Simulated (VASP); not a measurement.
Runs of VASP 6.6.1 on Ta. The structure is that of space group Im-3m (No. 229), or close to it. The cells are those of the table. 

| task | cell | gap on the mesh (eV) | pressure (GPa) |
| --- | --- | --- | --- |
| single point | a = 2.841 Å, angles 109.7, 109.7, 108.9°, 1 atom | none | (b) |
| single point | a = 2.870 Å, angles 109.7, 109.7, 108.9°, 1 atom | none | 1.2 |
| electric field gradients | a = 2.851 Å, angles 109.2°, 1 atom | none | 3.3 |
| electric field gradients | a = 2.916 Å, angles 109.5°, 1 atom | none | (a) |
| electric field gradients | a = 2.860 Å, angles 109.5°, 1 atom | none | 3.2 |

Alike in all rows: level PBE; potentials or basis VASP PAW PBE potentials, release 64 (Ta_pv); no spin polarisation; k mesh 17 × 17 × 17; cutoff (eV) 520; smearing fermi-dirac 0.08 eV.

Problem. Estimate the missing entries.

Solution. (a) -7.6; (b) 7.6.

Caveats: spin-orbit coupling is left out, which moves the levels of the heavy elements.

A k mesh can miss the band edges, and the runs leave out spin-orbit coupling on Ta.

A gap of «none» marks levels without a gap at the run's occupations.
